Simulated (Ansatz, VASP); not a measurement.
This is a calculation of AlNi for VASP 6.6.1.

Contents of INCAR:

```
SYSTEM = AlNi
ALGO = Normal
EDIFF = 1E-6
ENCUT = 520
GGA = PE
ISIF = 2
ISMEAR = -1
ISPIN = 2
LASPH = .TRUE.
LCHARG = .TRUE.
LELF = .TRUE.
LMAXMIX = 4
LORBIT = 11
LREAL = .FALSE.
LVHAR = .TRUE.
LWAVE = .FALSE.
MAGMOM = 1 0
NBANDS = 18
NELM = 150
PREC = Accurate
SIGMA = 0.05
```

KPOINTS

```
k-points
0
G
  10 10 9
  0 0 0
```

POSCAR

```
AlNi
1.0
    1.9386940000     -1.9531901500      0.0000000000
    1.9386940000      1.9531901500      0.0000000000
    0.0000000000      0.0000000000      3.0994300413
Ni Al
1 1
Direct
    0.5000000000      0.5000000000      0.5000000000
    0.0000000000      0.0000000000      0.0000000000
```

Potentials or basis: VASP PAW PBE potentials, release 64 (Ni, Al).

The run is started by

```sh
$ cat potpaw_PBE.64/Ni/POTCAR potpaw_PBE.64/Al/POTCAR > POTCAR
$ mpirun -np 1 vasp_std > vasp.out
```

Problem. Translate it to Ansatz 0.2.0. Potentials there: Ansatz PAW.

Solution. As run (the cutoff follows the program's own potentials):

File input.yaml:

```yaml
crystal:
  lattice:
    - [1.938694, -1.95319015, 0.0]
    - [1.938694, 1.95319015, 0.0]
    - [0.0, 0.0, 3.0994300413]
  atoms:
    - { symbol: Ni, position: [0.5, 0.5, 0.5], spin: 1.0 }
    - { symbol: Al, position: [0.0, 0.0, 0.0] }
hamiltonian:
  xc: pbe
  pseudopotentials: { kind: paw }
magnetization:
  spin_polarized: true
kpoints:
  mp_grid: { grid: [10, 10, 9] }
scf:
  occupations: { method: fermi_dirac, width: 0.05 }
output:
  forces: true
  stress: true
  eigenvalues: true
```

Potentials or basis: Ansatz PAW.

The run is started by

```bash
$ ansatz run input.yaml --threads 2 --pin off --max-ram 5120MiB --backend cpu --events-out ev --progress --plain --runs-dir out
```

Both were run:

|  | VASP | Ansatz | Ansatz less VASP |
| --- | --- | --- | --- |
| gap on the k mesh at the Fermi level (eV) | none | none | - |
| pressure (GPa) | 6.2 | 6.0 | -0.25 |
| traceless stress, the component that is largest in VASP (GPa) | -4.80 | -4.67 | +0.130 |
| net moment per atom (μB) | 0.00 | 0.00 | 0.000 |

A gap of «none» marks a metal or a gap that the smearing closes. With one functional, cell and mesh, what is left measures potentials, basis and numerics. VASP's potentials hold 13 valence electrons a cell and Ansatz's 21, so a difference there can come from the potentials and not from the codes.
